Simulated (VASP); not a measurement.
# CoSi2 (Fm-3m) in VASP: notebook

CoSi2 is run at these levels: PBEsol; tasks: single point.

Program: VASP 6.6.1. These are calculated values, not measurements. Logs are shortened: lines on timing, memory, paths and dates and some standing lists are left out, and cuts for length are marked.

**1. The cell of the first run**

It takes space group Fm-3m (No. 225, cubic). The conventional cell has a = 5.313 Å, b = 5.313 Å, c = 5.313 Å, α = 90.00°, β = 90.00°, γ = 90.00°. Co (site symmetry m-3m) has 8 Si at 2.30 Å within 3.0 Å. Si (site symmetry -43m) has 4 Co at 2.30 Å and 6 Si at 2.66 Å within 3.0 Å.

**2. Single point, PBEsol**

Input file INCAR:

```
  PREC = Accurate
  ENCUT = 520
  EDIFF = 1E-6
  ISMEAR = 0
  SIGMA = 0.15
  LREAL = False
  LASPH = True
  NELM = 60
  ALGO = Normal
  ISIF = 2
  LWAVE = False
  LCHARG = False
  GGA = PS
  NBANDS = 26
```

Input file KPOINTS:

```
regular mesh
0
Gamma
  10 10 6
```

Input file POSCAR:

```
CoSi2
1.0
    0.0000000000     -2.6562539695     -2.6562539695
    0.0000000000      2.6562539695     -2.6562539695
    5.3125079389      0.0000000000      0.0000000000
Co Si
2 4
Direct
    0.5000000000      0.5000000000      0.5000000000
    0.0000000000      0.0000000000      0.0000000000
    0.0000000000      0.5000000000      0.7500000000
    0.5000000000      0.0000000000      0.2500000000
    0.0000000000      0.5000000000      0.2500000000
    0.5000000000      0.0000000000      0.7500000000
```

Potentials or basis: VASP PAW PBE potentials, release 64 (Co, Si).

Run with:

```console
cat potpaw_PBE.64/Co/POTCAR potpaw_PBE.64/Si/POTCAR > POTCAR
mpirun -np 1 vasp_std > vasp.out
```

OUTCAR:

```text
PREC = Accurate
   ENCUT = 520
   EDIFF = 1E-6
   ISMEAR = 0
   LREAL = False
   LASPH = True
   NELM = 60
   ISIF = 2
   GGA = PS

 ion  position               nearest neighbor table
   1  0.500  0.500  0.500-   3 2.30   4 2.30   5 2.30   6 2.30   4 2.30   6 2.30   3 2.30   5 2.30

   2  0.000  0.000  0.000-   3 2.30   4 2.30   5 2.30   6 2.30   3 2.30   5 2.30   4 2.30   6 2.30

   3  0.000  0.500  0.750-   1 2.30   2 2.30   2 2.30   1 2.30   5 2.66   5 2.66   6 2.66   6 2.66
                             6 2.66   6 2.66
   4  0.500  0.000  0.250-   1 2.30   2 2.30   1 2.30   2 2.30   6 2.66   6 2.66   5 2.66   5 2.66
                             5 2.66   5 2.66
   5  0.000  0.500  0.250-   1 2.30   2 2.30   2 2.30   1 2.30   3 2.66   3 2.66   4 2.66   4 2.66
                             4 2.66   4 2.66
   6  0.500  0.000  0.750-   1 2.30   2 2.30   1 2.30   2 2.30   4 2.66   4 2.66   3 2.66   3 2.66
                             3 2.66   3 2.66

  LATTYP: Found a simple tetragonal cell.
 ALAT       =     3.7565103888
 C/A-ratio  =     1.4142135623

  Lattice vectors:

 A1 = (   0.0000000000,  -2.6562539695,  -2.6562539695)
 A2 = (   0.0000000000,   2.6562539695,  -2.6562539695)
 A3 = (   5.3125079389,   0.0000000000,   0.0000000000)

Analysis of symmetry for initial positions (statically):
=====================================================================
 Subroutine PRICEL returns following result:

  LATTYP: Found a face centered cubic cell.
 ALAT       =     5.3125079389

  Lattice vectors:

 A1 = (  -2.6562539694,   0.0000000000,   2.6562539695)
 A2 = (  -2.6562539694,  -2.6562539695,   0.0000000000)
 A3 = (   0.0000000000,  -2.6562539695,   2.6562539695)

   2 primitive cells build up your supercell.

 Routine SETGRP: Setting up the symmetry group for a
 simple tetragonal supercell.

 Subroutine GETGRP returns: Found 16 space group operations
 (whereof 16 operations were pure point group operations)
 out of a pool of 16 trial point group operations.

The static configuration has the point symmetry D_4h.

Analysis of symmetry for dynamics (positions and initial velocities):
=====================================================================
 Subroutine PRICEL returns following result:

  LATTYP: Found a face centered cubic cell.
 ALAT       =     5.3125079389

  Lattice vectors:

 A1 = (  -2.6562539694,   0.0000000000,   2.6562539695)
 A2 = (  -2.6562539694,  -2.6562539695,   0.0000000000)
 A3 = (   0.0000000000,  -2.6562539695,   2.6562539695)

   2 primitive cells build up your supercell.

 Routine SETGRP: Setting up the symmetry group for a
 simple tetragonal supercell.

 Subroutine GETGRP returns: Found 16 space group operations
 (whereof 16 operations were pure point group operations)
 out of a pool of 16 trial point group operations.

The dynamic configuration has the point symmetry D_4h.

 Subroutine INISYM returns: Found 16 space group operations
 (whereof 16 operations are pure point group operations),
 and found     2 'primitive' translations

----------------------------------------------------------------------------------------

                                     Primitive cell

  volume of cell :      37.4834

  direct lattice vectors                    reciprocal lattice vectors
    -2.656253969  0.000000000  2.656253970    -0.188235013  0.188235013  0.188235013
    -2.656253969 -2.656253970  0.000000000    -0.188235013 -0.188235013 -0.188235013
     0.000000000 -2.656253970  2.656253970     0.188235013 -0.188235013  0.188235013

  length of vectors
     3.756510389  3.756510389  3.756510389     0.326032606  0.326032606  0.326032606

  position of ions in fractional coordinates (direct lattice)
     0.000000000  1.000000000  0.000000000
     0.250000000  0.250000000  0.250000000
     0.750000000  0.750000000  0.750000000

  ion indices of the primitive-cell ions
   primitive index   ion index
                 1           1
                 2           3
                 3           5

----------------------------------------------------------------------------------------

 KPOINTS: regular mesh

Automatic generation of k-mesh.
 Grid dimensions read from file:
 generate k-points for:   10   10    6

 Generating k-lattice:

  Cartesian coordinates                     Fractional coordinates (reciprocal lattice)
     0.000000000 -0.018823501 -0.018823501     0.100000000  0.000000000  0.000000000
     0.000000000  0.018823501 -0.018823501     0.000000000  0.100000000  0.000000000
     0.031372502  0.000000000  0.000000000     0.000000000  0.000000000  0.166666667

  Length of vectors
     0.026620451  0.026620451  0.031372502

  Shift w.r.t. Gamma in fractional coordinates (k-lattice)
     0.000000000  0.000000000  0.000000000

 Subroutine IBZKPT returns following result:
 ===========================================

 Found     84 irreducible k-points:

 Following reciprocal coordinates:
            Coordinates               Weight
  0.000000  0.000000  0.000000      1.000000
  0.100000  0.000000  0.000000      4.000000
  0.200000  0.000000  0.000000      4.000000
  0.300000  0.000000  0.000000      4.000000
  0.400000  0.000000  0.000000      4.000000
  0.500000  0.000000  0.000000      2.000000
[... 16 lines left out ...]
  0.100000  0.000000  0.166667      8.000000
  0.200000  0.000000  0.166667      8.000000
 [... further k-points ...]
   k-points           NKPTS =     84   k-points in BZ     NKDIM =     84   number of bands    NBANDS=     26
   number of dos      NEDOS =    301   number of ions     NIONS =      6
   total plane-waves  NPLWV =  31360
   dimension x,y,z NGX =    28 NGY =   28 NGZ =   40
   dimension x,y,z NGXF=    56 NGYF=   56 NGZF=   80
   ions per type =               2   4
   NGX,Y,Z   is equivalent  to a cutoff of  12.39, 12.39, 12.52 a.u.
   NGXF,Y,Z  is equivalent  to a cutoff of  24.78, 24.78, 25.03 a.u.
 SYSTEM =  unknown system
   PREC   = accura    normal or accurate (medium, high low for compatibility)
   ISTART =      0    job   : 0-new  1-cont  2-samecut
   ICHARG =      2    charge: 1-file 2-atom 10-const
   ISPIN  =      1    spin polarized calculation?
   LNONCOLLINEAR =      F non collinear calculations
   LSORBIT =      F    spin-orbit coupling
   LASPH  =      T    aspherical Exc in radial PAW
   ENCUT  =  520.0 eV  38.22 Ry    6.18 a.u.   6.98  6.98  9.88*2*pi/ulx,y,z
   NELM   =     60;   NELMIN=  2; NELMDL= -5     # of ELM steps
   EDIFF  = 0.1E-05   stopping-criterion for ELM
   LREAL  =      F    real-space projection
   EDIFFG = 0.1E-04   stopping-criterion for IOM
   NSW    =      0    number of steps for IOM
   IBRION =     -1    ionic relax: 0-MD 1-quasi-New 2-CG
   NFREE  =      0    steps in history (QN), initial steepest desc. (CG)
   ISIF   =      2    stress and relaxation
   ISYM   =      2    0-nonsym 1-usesym 2-fastsym
   POTIM  = 0.5000    time-step for ionic-motion
   TEBEG  =    0.0;   TEEND  =   0.0 temperature during run
   PSTRESS=    0.0 pullay stress
   NELECT =      34.0000    total number of electrons
   NUPDOWN=      -1.0000    fix difference up-down
   EMIN   =  10.00;   EMAX   =-10.00  energy-range for DOS
   EFERMI =   0.00;   METHOD = LEGACY
   ISMEAR =     0;   SIGMA  =   0.15  broadening in eV -4-tet -1-fermi 0-gaus
   EFERMI_NEDOS =   21; number of points for ismear=-14 and -15
   IALGO  =     38    algorithm
   IMIX   =      4    mixing-type and parameters
     AMIX     =   0.40;   BMIX     =  1.00
     AMIX_MAG =   1.60;   BMIX_MAG =  1.00
  volume/ion in A,a.u.               =      12.49        84.32
  Fermi-wavevector in a.u.,A,eV,Ry     =   1.257800  2.376897 21.525240  1.582060
  Thomas-Fermi vector in A             =   2.391441
   LORBIT       =      0    0 simple, 1 ext, 2 COOP (PROOUT), +10 PAW based schemes
   GGA     = PS    functional components
   LHFCALC =     F    Hartree Fock is set to
   AEXX    =    0.0000 exact exchange contribution
   IVDW    =     0    specifies the selected vdW correction
   LEPSILON=     F    determine dielectric tensor
   LRPA    =     F    only Hartree local field effects (RPA)
 non-spin polarized calculation
 Gauss-broadening in eV      SIGMA  =   0.15
  energy-cutoff  :      520.00
  volume of cell :       74.97
 maximum number of plane-waves:      2072
 NGX is ok and might be reduce to    28

 number of electron      33.9999993 magnetization

 Free energy of the ion-electron system (eV)
  ---------------------------------------------------
  ext. energy  EPLUGINS =         0.00000000
  ---------------------------------------------------
  free energy    TOTEN  =       -41.97880347 eV

  energy without entropy =      -41.95818737  energy(sigma->0) =      -41.96849542

 E-fermi :  10.3126     XC(G=0): -11.9679

 val. band max:       10.3075991800   @ k =   0.3000   0.0000   0.0000
 cond. band min:      10.3183242071   @ k =   0.2000   0.2000   0.1667
 fundamental gap:      0.0107250271
 Fermi energy:        10.3126058741

 k-point     1 :       0.0000    0.0000    0.0000
  band No.  band energies     occupation
      1      -2.9806      2.00000
      2       1.2107      2.00000
      3       2.9685      2.00000
      4       3.8367      2.00000
      5       6.1348      2.00000
      6       6.1374      2.00000
[... 18 lines left out ...]
     25      16.0932      0.00000
     26      16.0934      0.00000

 k-point     2 :       0.1000    0.0000    0.0000
  band No.  band energies     occupation
      1      -2.8773      2.00000
      2       1.2894      2.00000
      3       3.0648      2.00000
      4       3.5480      2.00000
      5       5.9146      2.00000
      6       6.1369      2.00000
[... 18 lines left out ...]
     25      15.5753      0.00000
     26      15.6624      0.00000

 k-point     3 :       0.2000    0.0000    0.0000
  band No.  band energies     occupation
      1      -2.5692      2.00000
      2       1.5238      2.00000
      3       2.7090      2.00000
      4       3.3779      2.00000
      5       5.3436      2.00000
      6       6.1114      2.00000
[... 18 lines left out ...]
     25      15.9576      0.00000
     26      16.5321      0.00000

 k-point     4 :       0.3000    0.0000    0.0000
  band No.  band energies     occupation
      1      -2.0616      2.00000
      2       1.6285      2.00000
      3       1.9083      2.00000
      4       3.8420      2.00000
      5       4.6001      2.00000
      6       5.9700      2.00000
[... 18 lines left out ...]
     25      16.2174      0.00000
     26      16.6515      0.00000

 k-point     5 :       0.4000    0.0000    0.0000
  band No.  band energies     occupation
      1      -1.3645      2.00000
      2       0.5213      2.00000
      3       2.4327      2.00000
      4       3.8178      2.00000
      5       4.4368      2.00000
      6       5.6220      2.00000
[... 18 lines left out ...]
     25      16.5357      0.00000
     26      17.2758      0.00000

 k-point     6 :       0.5000    0.0000    0.0000
  band No.  band energies     occupation
      1      -0.4942      2.00000
      2      -0.4942      2.00000
      3       3.0790      2.00000
      4       3.0790      2.00000
      5       5.0730      2.00000
      6       5.0730      2.00000
[... 427 lines left out ...]
 k-point    21 :       0.5000    0.5000    0.0000
  band No.  band energies     occupation
      1       1.2097      2.00000
      2       1.2097      2.00000
      3       2.9697      2.00000
      4       2.9697      2.00000
      5       3.8384      2.00000
      6       3.8384      2.00000
[... 18 lines left out ...]
     25      20.1721      0.00000
     26      20.1722      0.00000

 k-point    22 :       0.0000    0.0000    0.1667
  band No.  band energies     occupation
      1      -2.8372      2.00000
      2       0.3874      2.00000
      3       3.9457      2.00000
      4       3.9578      2.00000
      5       5.8987      2.00000
      6       6.1446      2.00000
[... 18 lines left out ...]
     25      15.4907      0.00000
     26      16.2572      0.00000

 k-point    23 :       0.1000    0.0000    0.1667
  band No.  band energies     occupation
      1      -2.7344      2.00000
      2       0.4756      2.00000
      3       3.6524      2.00000
      4       4.0431      2.00000
      5       5.6024      2.00000
      6       6.1945      2.00000
[... 18 lines left out ...]
     25      15.8597      0.00000
     26      15.8967      0.00000

 k-point    24 :       0.2000    0.0000    0.1667
  band No.  band energies     occupation
      1      -2.4277      2.00000
      2       0.7361      2.00000
      3       2.8405      2.00000
      4       4.2916      2.00000
      5       4.9682      2.00000
      6       6.2905      2.00000
[... 18 lines left out ...]
     25      16.0395      0.00000
     26      16.3379      0.00000

 [... further k-points ...]

------------------------ aborting loop because EDIFF is reached ----------------------------------------

  FORCE on cell =-STRESS in cart. coord.  units (eV):
  Direction    XX          YY          ZZ          XY          YZ          ZX
  --------------------------------------------------------------------------------------
  -------------------------------------------------------------------------------------
  Total        0.0527303      0.0468335      0.0468335      0.0000000      0.0000000      0.0000000
  in kB        1.1269443      1.0009178      1.0009178      0.0000000      0.0000000      0.0000000
  external PRESSURE =       1.0429266 kB  Pullay stress =       0.0000000 kB

 VOLUME and BASIS-vectors are now :
 -----------------------------------------------------------------------------
  energy-cutoff  :      520.00
  volume of cell :       74.97
      direct lattice vectors                 reciprocal lattice vectors
     0.000000000 -2.656253969 -2.656253969     0.000000000 -0.188235013 -0.188235013
     0.000000000  2.656253969 -2.656253969     0.000000000  0.188235013 -0.188235013
     5.312507939  0.000000000  0.000000000     0.188235013  0.000000000  0.000000000

 POSITION                                       TOTAL-FORCE (eV/Angst)
 -----------------------------------------------------------------------------------
      2.65625      0.00000     -2.65625        -0.000000      0.000000     -0.000000
      0.00000      0.00000      0.00000         0.000000     -0.000000      0.000000
      3.98438      1.32813     -1.32813         0.000000     -0.000000      0.000000
      1.32813     -1.32813     -1.32813         0.000000     -0.000000      0.000000
      1.32813      1.32813     -1.32813         0.000000     -0.000000      0.000000
      3.98438     -1.32813     -1.32813         0.000000     -0.000000      0.000000
 -----------------------------------------------------------------------------------
    total drift:                                0.000000      0.000000     -0.000000

  FREE ENERGIE OF THE ION-ELECTRON SYSTEM (eV)
  ---------------------------------------------------
  free  energy   TOTEN  =       -41.9788034716 eV

  energy  without entropy=      -41.9581873679  energy(sigma->0) =      -41.96849542
```

Wall time 1.9 min (1 thread of AMD EPYC 7R43 (Zen 3), shared host); peak memory 0.23 GiB.

What came out:

| Quantity | Value |
| --- | --- |
| Free energy | -41.9788 eV |
| Pressure | 0.1 GPa |
| Band gap on the k mesh | zero (bands 17 and 18 overlap by 3.18 eV) |

Caveat: the PAW data sets were made with another functional, which shifts forces and pressure a little; the run has no spin polarisation, though such a crystal can be magnetic. Spin polarisation is off, so any magnetic state and its effect on volume and gap are missing.

**3. Single point, PBEsol**

This run uses another cell than the first one: it holds 3 atoms, not 6.

Input file INCAR:

```
PREC = Accurate
ENCUT = 520
EDIFF = 1E-6
ISMEAR = 0
SIGMA = 0.15
LREAL = F
LASPH = T
NELM = 60
ALGO = Normal
ISIF = 2
LWAVE = F
LCHARG = F
GGA = PS
NBANDS = 16
```

Input file KPOINTS:

```
Automatic mesh
0
Gamma
  16 16 16
```

Input file POSCAR:

```
CoSi2
1.0
    0.0000000000      2.6562539720      2.6562539720
    2.6562539720      0.0000000000      2.6562539720
    2.6562539720      2.6562539720      0.0000000000
Co Si
1 2
Direct
    0.0000000000      0.0000000000      0.0000000000
    0.2500000000      0.2500000000      0.2500000000
    0.7500000000      0.7500000000      0.7500000000
```

Potentials or basis: VASP PAW PBE potentials, release 64 (Co, Si).

Run with:

```console
cat potpaw_PBE.64/Co/POTCAR potpaw_PBE.64/Si/POTCAR > POTCAR
mpirun -np 1 vasp_std > vasp.out
```

It took 2.5 min on 1 thread of Intel Xeon 8259CL, shared host; peak memory 0.22 GiB.

The run converged. Its results:

| Item | Value |
| --- | --- |
| Free energy | -20.9873 eV |
| Pressure | 0.0 GPa |
| Band gap on the k mesh | zero (an odd number of electrons rules out a gap without spin polarisation) |

Levels at points of the mesh, in eV from the Fermi level:
```
           k point  band 7  band 8  band 9  band 10  band 11  band 12
(0.00, 0.00, 0.00)    1.05    3.45    3.45     3.45     3.54     3.54
(0.50, 0.00, 0.00)   -1.69   -0.46   -0.46     2.75     3.51     3.51
(0.50, 0.50, 0.00)   -2.03   -1.99   -1.37     1.70     2.90     8.63
```

Caveat: the PAW data sets were made with another functional, which shifts forces and pressure a little; the run has no spin polarisation, though such a crystal can be magnetic.
